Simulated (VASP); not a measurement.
## MgB2: electric field gradients with LDA

MgB2:

```
CELL_PARAMETERS angstrom
3.06430 0.00000 0.00000
-1.53215 2.65376 0.00000
0.00000 0.00000 3.49935
ATOMIC_POSITIONS crystal
Mg 0.00000 0.00000 0.00000
B 0.33333 0.66667 0.50000
B 0.66667 0.33333 0.50000
```

This cell differs from its parent crystal: volume scaled by 0.98.

```
Program                : VASP 6.6.1
Task                   : electric field gradients
Functional             : LDA
Potentials or basis    : VASP PAW LDA potentials, release 64 (Mg, B)
Cutoff                 : 520 eV
k mesh                 : 12 × 12 × 9
Occupations            : fermi-dirac, width 0.05 eV
Spin                   : no spin polarisation
Dipole correction      : no
Further INCAR settings : ALGO = Normal; EDIFF = 1e-08; NBANDS = 11
```

```
Pressure               : -5.3 GPa
Band gap on the k mesh : zero (band 4 reaches 7.16 eV, above the bottom of band 5 at 3.42 eV)
```

Stress tensor (GPa, compression positive):
```
-5.29  0.00  0.00
 0.00 -5.29  0.00
 0.00  0.00 -5.42
```

Levels at points of the mesh, in eV from the Fermi level:
```
           k point  band 1  band 2  band 3  band 4  band 5  band 6  band 7  band 8
(0.00, 0.00, 0.00)  -12.38   -2.93    0.40    0.40    1.74    6.38    6.38    8.47
(0.50, 0.00, 0.00)   -8.43   -7.82   -2.16    0.24    3.13    3.99    5.44    7.21
```

Electric field gradients, principal values (V/Å²):
```
atom    least   middle  greatest (by size)
1 Mg    0.201    0.201              -0.402
 2 B  -10.076  -10.076              20.151
 3 B  -10.076  -10.076              20.151
```

It took 35 s on 1 thread of Intel Xeon 6975P-C, with other jobs on the host, peak memory 0.15 GiB.

Caveat: without QUAD_EFG the Cq values of the log hold for a quadrupole moment of 1 mb, not for the nuclei.
